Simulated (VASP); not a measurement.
Crystal: CuO.

```xyz
2
Lattice="2.5526 0.0000 0.0000 0.0000 2.5526 0.0000 0.0000 0.0000 2.5526" Properties=species:S:1:pos:R:3 pbc="T T T"
Cu    0.0000    0.0000    0.0000
O     1.2763    1.2763    1.2763
```

Base run:

- Program: VASP 6.6.1
- Functional: LDA
- Potentials or basis: VASP PAW LDA potentials, release 64 (Cu, O)
- Cutoff: 600 eV
- k mesh: 7 × 7 × 7
- Occupations: gaussian, width 0.05 eV
- Spin: collinear spin, ferromagnetic start
- Starting moments: [0.31, 0.81] μB
- Fixed moment: 1 μB
- Hubbard terms: Cu d U = 8.0 eV

Its results: pressure -5.9 GPa; site moments Cu +0.32; O +0.62 μB.

Problem. After a change of settings the same cell gave: pressure -6.7 GPa; site moments Cu +0.25; O +0.45 μB. Which change was it?
A. fixed moment from 1 μB to 0.75 μB; moments at the start from [0.31, 0.81] to [0.24, 0.6]
B. fixed moment from 1 μB to none
C. fixed moment from 1 μB to 1.1 μB; moments at the start from [0.31, 0.81] to [0.34, 0.86]
D. fixed moment from 1 μB to none; moments at the start from [0.31, 0.81] to [0.28, 0.73]

Solution. A.

Caveats: the cell stands under tension; the total moment is fixed, so each spin has its own Fermi level; a cell with one magnetic atom can't hold antiferromagnetic order, which such compounds often take.
